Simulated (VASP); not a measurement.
# Hf (P6/mmm) in VASP: notebook

Runs on Hf. Level: PBEsol. Tasks: single point, relaxation of cell and atoms.

Everything below comes from runs of VASP 6.6.1. Logs are shortened: lines on timing, memory, paths and dates and some standing lists are left out, and cuts for length are marked.

## (1) The cell of the first run

The structure is hexagonal, space group P6/mmm (No. 191). Conventional cell: a = 4.494 Å, b = 4.494 Å, c = 2.799 Å, α = 90.00°, β = 90.00°, γ = 120.00°. Hf (site symmetry -6m2) has 11 Hf at 2.59 to 2.95 Å within 3.4 Å. Within 3.7 Å of Hf (site symmetry 6/mmm) lie 14 Hf at 2.80 to 2.95 Å.

## (2) Single point, PBEsol

File INCAR:

```
ALGO = Normal
EDIFF = 1E-6
ENCUT = 520
GGA = PS
ISIF = 2
ISMEAR = 0
LASPH = True
LCHARG = True
LELF = True
LREAL = False
LVHAR = True
LWAVE = False
NBANDS = 22
NELM = 100
PREC = Accurate
SIGMA = 0.1
```

File KPOINTS:

```
k-points
0
Gamma
  12 12 16
```

File POSCAR:

```
Hf
1.0
    4.4944836546      0.0000000000      0.0000000000
   -2.2472418273      3.8923370218      0.0000000000
    0.0000000000      0.0000000000      2.7992611248
Hf
3
Direct
    0.6666666667      0.3333333333      0.5000000000
    0.3333333333      0.6666666667      0.5000000000
    0.0000000000      0.0000000000      0.0000000000
```

Potentials or basis: VASP PAW PBE potentials, release 64 (Hf_pv).

Started as:

```sh
$ cat potpaw_PBE.64/Hf_pv/POTCAR > POTCAR
$ mpirun -np 1 vasp_std > vasp.out
```

OUTCAR:

```text
EDIFF = 1E-6
   ENCUT = 520
   GGA = PS
   ISIF = 2
   ISMEAR = 0
   LASPH = True
   LREAL = False
   NELM = 100
   PREC = Accurate

 ion  position               nearest neighbor table
   1  0.667  0.333  0.500-   2 2.59   2 2.59   2 2.59   3 2.95   3 2.95   3 2.95   3 2.95   3 2.95
                             3 2.95   2 3.82   2 3.82   2 3.82   2 3.82   2 3.82   2 3.82
   2  0.333  0.667  0.500-   1 2.59   1 2.59   1 2.59   3 2.95   3 2.95   3 2.95   3 2.95   3 2.95
                             3 2.95   1 3.82   1 3.82   1 3.82   1 3.82   1 3.82   1 3.82
   3  0.000  0.000  0.000-   1 2.95   2 2.95   1 2.95   2 2.95   1 2.95   1 2.95   2 2.95   2 2.95
                             1 2.95   1 2.95   2 2.95   2 2.95

  LATTYP: Found a hexagonal cell.
 ALAT       =     4.4944836546
 C/A-ratio  =     0.6228215163

  Lattice vectors:

 A1 = (   4.4944836546,   0.0000000000,   0.0000000000)
 A2 = (  -2.2472418273,   3.8923370218,   0.0000000000)
 A3 = (   0.0000000000,   0.0000000000,   2.7992611248)

Analysis of symmetry for initial positions (statically):
=====================================================================
 Subroutine PRICEL returns:
 Original cell was already a primitive cell.

 Routine SETGRP: Setting up the symmetry group for a
 hexagonal supercell.

 Subroutine GETGRP returns: Found 24 space group operations
 (whereof 24 operations were pure point group operations)
 out of a pool of 24 trial point group operations.

The static configuration has the point symmetry D_6h.

Analysis of symmetry for dynamics (positions and initial velocities):
=====================================================================
 Subroutine PRICEL returns:
 Original cell was already a primitive cell.

 Routine SETGRP: Setting up the symmetry group for a
 hexagonal supercell.

 Subroutine GETGRP returns: Found 24 space group operations
 (whereof 24 operations were pure point group operations)
 out of a pool of 24 trial point group operations.

The dynamic configuration has the point symmetry D_6h.

 Subroutine INISYM returns: Found 24 space group operations
 (whereof 24 operations are pure point group operations),
 and found     1 'primitive' translations

----------------------------------------------------------------------------------------

                                     Primitive cell

  volume of cell :      48.9704

  direct lattice vectors                    reciprocal lattice vectors
     4.494483655  0.000000000  0.000000000     0.222494969  0.128457530  0.000000000
    -2.247241827  3.892337022  0.000000000     0.000000000  0.256915060  0.000000000
     0.000000000  0.000000000  2.799261125     0.000000000  0.000000000  0.357237126

  length of vectors
     4.494483655  4.494483655  2.799261125     0.256915060  0.256915060  0.357237126

  position of ions in fractional coordinates (direct lattice)
     0.666666667  0.333333333  0.500000000
     0.333333333  0.666666667  0.500000000
     0.000000000  0.000000000  0.000000000

  ion indices of the primitive-cell ions
   primitive index   ion index
                 1           1
                 2           2
                 3           3

----------------------------------------------------------------------------------------

 KPOINTS: k-points

Automatic generation of k-mesh.
 Grid dimensions read from file:
 generate k-points for:   12   12   16

 Generating k-lattice:

  Cartesian coordinates                     Fractional coordinates (reciprocal lattice)
     0.018541247  0.010704794  0.000000000     0.083333333  0.000000000  0.000000000
     0.000000000  0.021409588  0.000000000     0.000000000  0.083333333  0.000000000
     0.000000000  0.000000000  0.022327320     0.000000000  0.000000000  0.062500000

  Length of vectors
     0.021409588  0.021409588  0.022327320

  Shift w.r.t. Gamma in fractional coordinates (k-lattice)
     0.000000000  0.000000000  0.000000000

 Subroutine IBZKPT returns following result:
 ===========================================

 Found    171 irreducible k-points:

 Following reciprocal coordinates:
            Coordinates               Weight
  0.000000  0.000000  0.000000      1.000000
  0.083333 -0.000000  0.000000      6.000000
  0.166667  0.000000  0.000000      6.000000
  0.250000 -0.000000  0.000000      6.000000
  0.333333 -0.000000  0.000000      6.000000
  0.416667 -0.000000  0.000000      6.000000
[... 16 lines left out ...]
  0.250000 -0.000000  0.062500     12.000000
  0.333333 -0.000000  0.062500     12.000000
 [... further k-points ...]
   k-points           NKPTS =    171   k-points in BZ     NKDIM =    171   number of bands    NBANDS=     22
   number of dos      NEDOS =    301   number of ions     NIONS =      3
   total plane-waves  NPLWV =  31104
   dimension x,y,z NGX =    36 NGY =   36 NGZ =   24
   dimension x,y,z NGXF=    72 NGYF=   72 NGZF=   48
   ions per type =               3
   NGX,Y,Z   is equivalent  to a cutoff of  13.32, 13.32, 14.25 a.u.
   NGXF,Y,Z  is equivalent  to a cutoff of  26.63, 26.63, 28.51 a.u.
 SYSTEM =  unknown system
   PREC   = accura    normal or accurate (medium, high low for compatibility)
   ISTART =      0    job   : 0-new  1-cont  2-samecut
   ICHARG =      2    charge: 1-file 2-atom 10-const
   ISPIN  =      1    spin polarized calculation?
   LNONCOLLINEAR =      F non collinear calculations
   LSORBIT =      F    spin-orbit coupling
   LASPH  =      T    aspherical Exc in radial PAW
   ENCUT  =  520.0 eV  38.22 Ry    6.18 a.u.   8.36  8.36  5.20*2*pi/ulx,y,z
   NELM   =    100;   NELMIN=  2; NELMDL= -5     # of ELM steps
   EDIFF  = 0.1E-05   stopping-criterion for ELM
   LREAL  =      F    real-space projection
   EDIFFG = 0.1E-04   stopping-criterion for IOM
   NSW    =      0    number of steps for IOM
   IBRION =     -1    ionic relax: 0-MD 1-quasi-New 2-CG
   NFREE  =      0    steps in history (QN), initial steepest desc. (CG)
   ISIF   =      2    stress and relaxation
   ISYM   =      2    0-nonsym 1-usesym 2-fastsym
   POTIM  = 0.5000    time-step for ionic-motion
   TEBEG  =    0.0;   TEEND  =   0.0 temperature during run
   PSTRESS=    0.0 pullay stress
   NELECT =      30.0000    total number of electrons
   NUPDOWN=      -1.0000    fix difference up-down
   EMIN   =  10.00;   EMAX   =-10.00  energy-range for DOS
   EFERMI =   0.00;   METHOD = LEGACY
   ISMEAR =     0;   SIGMA  =   0.10  broadening in eV -4-tet -1-fermi 0-gaus
   EFERMI_NEDOS =   21; number of points for ismear=-14 and -15
   IALGO  =     38    algorithm
   IMIX   =      4    mixing-type and parameters
     AMIX     =   0.40;   BMIX     =  1.00
     AMIX_MAG =   1.60;   BMIX_MAG =  1.00
  volume/ion in A,a.u.               =      16.32       110.16
  Fermi-wavevector in a.u.,A,eV,Ry     =   1.390392  2.627461 26.302658  1.933191
  Thomas-Fermi vector in A             =   2.514332
   LORBIT       =      0    0 simple, 1 ext, 2 COOP (PROOUT), +10 PAW based schemes
   GGA     = PS    functional components
   LHFCALC =     F    Hartree Fock is set to
   AEXX    =    0.0000 exact exchange contribution
   IVDW    =     0    specifies the selected vdW correction
   LEPSILON=     F    determine dielectric tensor
   LRPA    =     F    only Hartree local field effects (RPA)
 non-spin polarized calculation
 Gauss-broadening in eV      SIGMA  =   0.10
  energy-cutoff  :      520.00
  volume of cell :       48.97
 maximum number of plane-waves:      1349
 NGX is ok and might be reduce to    36
   NGX = 17   NGY = 17   NGZ = 11

 number of electron      29.9999997 magnetization

 Free energy of the ion-electron system (eV)
  ---------------------------------------------------
  ext. energy  EPLUGINS =         0.00000000
  ---------------------------------------------------
  free energy    TOTEN  =       -29.52433779 eV

  energy without entropy =      -29.51478908  energy(sigma->0) =      -29.51956344

 E-fermi :   6.9317     XC(G=0): -12.9185

 val. band max:        6.9171586803   @ k =   0.3333   0.2500   0.2500
 cond. band min:       6.9335950717   @ k =   0.4167   0.1667   0.1250
 fundamental gap:      0.0164363914
 Fermi energy:         6.9316976416

 k-point     1 :       0.0000    0.0000    0.0000
  band No.  band energies     occupation
      1     -23.6939      2.00000
      2     -23.6939      2.00000
      3     -23.3405      2.00000
      4     -23.3405      2.00000
      5     -22.4790      2.00000
      6     -21.9473      2.00000
[... 14 lines left out ...]
     21      10.4120      0.00000
     22      10.4125      0.00000

 k-point     2 :       0.0833   -0.0000    0.0000
  band No.  band energies     occupation
      1     -23.7728      2.00000
      2     -23.7445      2.00000
      3     -23.2513      2.00000
      4     -23.2381      2.00000
      5     -22.4682      2.00000
      6     -21.9527      2.00000
[... 14 lines left out ...]
     21       9.9196      0.00000
     22      11.0233      0.00000

 k-point     3 :       0.1667    0.0000    0.0000
  band No.  band energies     occupation
      1     -23.9103      2.00000
      2     -23.7995      2.00000
      3     -23.0846      2.00000
      4     -23.0381      2.00000
      5     -22.4370      2.00000
      6     -22.0006      2.00000
[... 14 lines left out ...]
     21       9.9535      0.00000
     22      11.6967      0.00000
[... 476 lines left out ...]
 k-point    23 :       0.2500   -0.0000    0.0625
  band No.  band energies     occupation
      1     -24.0226      2.00000
      2     -23.7783      2.00000
      3     -22.9100      2.00000
      4     -22.8539      2.00000
      5     -22.4384      2.00000
      6     -22.2422      2.00000
[... 14 lines left out ...]
     21      10.4319      0.00000
     22      12.5421      0.00000

 k-point    24 :       0.3333   -0.0000    0.0625
  band No.  band energies     occupation
      1     -24.1199      2.00000
      2     -23.6906      2.00000
      3     -22.8228      2.00000
      4     -22.7648      2.00000
      5     -22.4157      2.00000
      6     -22.3240      2.00000
[... 14 lines left out ...]
     21      11.1603      0.00000
     22      12.3767      0.00000

 [... further k-points ...]

------------------------ aborting loop because EDIFF is reached ----------------------------------------

  FORCE on cell =-STRESS in cart. coord.  units (eV):
  Direction    XX          YY          ZZ          XY          YZ          ZX
  --------------------------------------------------------------------------------------
  -------------------------------------------------------------------------------------
  Total       15.0826616     15.0826616     15.2101249      0.0000000     -0.0000000     -0.0000000
  in kB      493.4633628    493.4633629    497.6336116      0.0000000     -0.0000000     -0.0000000
  external PRESSURE =     494.8534458 kB  Pullay stress =       0.0000000 kB

 VOLUME and BASIS-vectors are now :
 -----------------------------------------------------------------------------
  energy-cutoff  :      520.00
  volume of cell :       48.97
      direct lattice vectors                 reciprocal lattice vectors
     4.494483655  0.000000000  0.000000000     0.222494969  0.128457530  0.000000000
    -2.247241827  3.892337022  0.000000000     0.000000000  0.256915060  0.000000000
     0.000000000  0.000000000  2.799261125     0.000000000  0.000000000  0.357237126

 POSITION                                       TOTAL-FORCE (eV/Angst)
 -----------------------------------------------------------------------------------
      2.24724      1.29745      1.39963         0.000000     -0.000000      0.000000
     -0.00000      2.59489      1.39963        -0.000000      0.000000     -0.000000
      0.00000      0.00000      0.00000         0.000000      0.000000      0.000000
 -----------------------------------------------------------------------------------
    total drift:                                0.000000      0.000000     -0.000000

  FREE ENERGIE OF THE ION-ELECTRON SYSTEM (eV)
  ---------------------------------------------------
  free  energy   TOTEN  =       -29.5243377897 eV

  energy  without entropy=      -29.5147890814  energy(sigma->0) =      -29.51956344
```

Run time: 2.5 min. Hardware: 1 thread of AMD EPYC 7R43 (Zen 3), shared host; peak memory 0.24 GiB.

What came out:

```yaml
Free_energy: -29.5243 eV
Pressure: 49.5 GPa
Band_gap_on_the_k_mesh: zero (band 15 reaches 7.63 eV, above the bottom of band 16 at 6.42 eV)
```

Stress tensor (GPa, compression positive):
```
49.35  0.00  0.00
 0.00 49.35  0.00
 0.00  0.00 49.76
```

Levels at points of the mesh, in eV from the Fermi level:
| k point | band 13 | band 14 | band 15 | band 16 | band 17 | band 18 |
| --- | --- | --- | --- | --- | --- | --- |
| (0.00, 0.00, 0.00) | -0.43 | -0.43 | -0.33 | -0.33 | 1.27 | 2.57 |
| (0.50, 0.00, 0.00) | -1.03 | -1.00 | -0.70 | -0.10 | 1.09 | 1.62 |
| (0.00, 0.00, 0.50) | -2.83 | -2.83 | -1.68 | 1.66 | 1.66 | 2.94 |
| (0.50, 0.00, 0.50) | -2.38 | -1.17 | -0.53 | 0.22 | 1.34 | 2.16 |

Caveat: the PAW data sets were made with another functional, which shifts forces and pressure a little; spin-orbit coupling is left out, which moves the levels of the heavy elements.

## (3) Relaxation of cell and atoms, PBEsol, target pressure 50 GPa, at which the enthalpy is minimised

This run uses another cell than the first one, of 16.52 Å³/atom, 1.012 times its volume.

File INCAR:

```
PREC = Accurate
ENCUT = 600
EDIFF = 1E-7
ISMEAR = 0
SIGMA = 0.1
LREAL = False
LASPH = True
NELM = 100
ALGO = Normal
ISIF = 3
LWAVE = False
LCHARG = False
GGA = PS
IBRION = 2
NSW = 50
EDIFFG = -0.003
PSTRESS = 500.0
```

File KPOINTS:

```
regular mesh
0
Gamma
  12 12 16
```

File POSCAR:

```
Hf
1.0
    4.5122075573      0.0000000000      0.0000000000
   -2.2561037787      3.9076863718      0.0000000000
    0.0000000000      0.0000000000      2.8100085420
Hf
3
Direct
    0.6666666667      0.3333333333      0.5000000000
    0.3333333333      0.6666666667      0.5000000000
    0.0000000000      0.0000000000      0.0000000000
```

Potentials or basis: VASP PAW PBE potentials, release 64 (Hf_pv).

Started as:

```sh
$ cat potpaw_PBE.64/Hf_pv/POTCAR > POTCAR
$ mpirun -np 1 vasp_std > vasp.out
```

Wall time 8.1 min (1 thread of AMD EPYC 7R43 (Zen 3), shared host); peak memory 0.27 GiB.

Results (log left out):

```yaml
Free_energy: -29.4970 eV
Relaxed_volume: 16.29 Å³/atom
Relaxed_cell: a = 4.490 Å, b = 4.490 Å, c = 2.800 Å, α = 90.00°, β = 90.00°, γ = 120.00°
Space_group_after_relaxing_to_0.05_Å: P6/mmm (No. 191)
Energy_change_on_relaxing_the_enthalpy_is_what_falls: +66.9 meV/atom
Ionic_steps: 6
Pressure_after_relaxing: 50.0 GPa
Band_gap_on_the_k_mesh: zero (band 15 reaches 7.64 eV, above the bottom of band 16 at 6.44 eV)
```

Step by step:
```tsv
step	energy change (eV)	largest force (eV/Å)	pressure (GPa)	volume (Å³)
1	0.0000	0.0000	46.35	49.55
2	0.8930	0.0000	62.15	46.90
3	0.1971	0.0000	49.95	48.89
4	0.2012	0.0000	50.02	48.88
5	0.2004	0.0000	50.01	48.88
6	0.2006	0.0000	50.01	48.88
```

Final structure:
```
CELL_PARAMETERS angstrom
4.48997 0.00000 0.00000
-2.24499 3.88843 0.00000
0.00000 0.00000 2.79967
ATOMIC_POSITIONS crystal
Hf 0.66667 0.33333 0.50000
Hf 0.33333 0.66667 0.50000
Hf 0.00000 0.00000 0.00000
```

Levels at points of the mesh, in eV from the Fermi level:
```tsv
k point	band 12	band 13	band 14	band 15	band 16	band 17	band 18	band 19
(0.00, 0.00, 0.00)	-0.63	-0.42	-0.42	-0.33	-0.33	1.28	2.57	2.57
(0.50, 0.00, 0.00)	-4.45	-1.03	-1.00	-0.70	-0.10	1.10	1.60	2.86
(0.00, 0.00, 0.50)	-3.00	-2.83	-2.83	-1.68	1.67	1.67	2.94	2.94
(0.50, 0.00, 0.50)	-3.08	-2.39	-1.18	-0.53	0.22	1.34	2.17	2.59
```

Caveat: the cell is relaxed towards a set pressure, so the enthalpy falls and the energy may rise; the PAW data sets were made with another functional, which shifts forces and pressure a little; spin-orbit coupling is left out, which moves the levels of the heavy elements.

## (4) Single point, PBEsol

This run uses another cell than the first one, of 14.11 Å³/atom, 0.864 times its volume.

File INCAR:

```
SYSTEM = Hf
ALGO     = Normal         ! electronic algorithm
EDIFF    = 1E-7           ! SCF threshold, eV
ENCUT    = 520            ! plane-wave cutoff, eV
GGA      = PS             ! functional
ISIF     = 2              ! what is computed and relaxed
ISMEAR   = 0              ! smearing method
LASPH    = .TRUE.         ! aspherical terms in the spheres
LCHARG   = .TRUE.         ! write CHGCAR
LELF     = .TRUE.         ! ELF
LREAL    = .FALSE.        ! projectors in reciprocal space
LVHAR    = .TRUE.       
LWAVE    = .FALSE.        ! write WAVECAR
NBANDS   = 22             ! bands
NELM     = 100            ! most SCF steps
PREC     = Accurate       ! precision mode
SIGMA    = 0.1            ! smearing width, eV
```

File KPOINTS:

```
k-points
0
G
  12 12 16
  0 0 0
```

File POSCAR:

```
Hf
1.0
    4.2917002042      0.0000000000      0.0000000000
   -2.1458501021      3.7167214023      0.0000000000
    0.0000000000      0.0000000000      2.6531218605
Hf
3
Direct
    0.6666666667      0.3333333333      0.5000000000
    0.3333333333      0.6666666667      0.5000000000
    0.0000000000      0.0000000000      0.0000000000
```

Started as:

```sh
$ cat potpaw_PBE.64/Hf_pv/POTCAR > POTCAR
$ mpirun -np 1 vasp_std > vasp.out
```

Run time: 100 s. Hardware: 1 thread of AMD EPYC 7R43 (Zen 3), shared host; peak memory 0.21 GiB.

The run converged. Its results:

```
Free energy            : -26.5342 eV
Pressure               : 99.1 GPa
Band gap on the k mesh : zero (band 15 reaches 8.96 eV, above the bottom of band 16 at 7.50 eV)
```

Stress tensor (GPa, compression positive):
```
98.91  0.00  0.00
 0.00 98.91  0.00
 0.00  0.00 99.45
```

Levels at points of the mesh, in eV from the Fermi level:
```csv
k point,band 11,band 12,band 13,band 14,band 15,band 16,band 17,band 18,band 19,band 20
"(0.00, 0.00, 0.00)",-4.47,-0.62,-0.13,-0.13,0.06,0.06,1.27,2.80,2.80,3.92
"(0.50, 0.00, 0.00)",-4.46,-4.18,-1.44,-1.27,-0.78,-0.25,1.27,1.78,4.20,4.36
"(0.00, 0.00, 0.50)",-4.96,-3.30,-3.30,-2.48,-0.98,1.85,1.85,3.57,3.57,8.15
"(0.50, 0.00, 0.50)",-3.82,-3.66,-2.96,-1.30,-0.34,-0.03,1.59,3.25,3.51,5.24
```

Caveat: the PAW data sets were made with another functional, which shifts forces and pressure a little; spin-orbit coupling is left out, which moves the levels of the heavy elements.

(Part 1 of 2 ends here.)
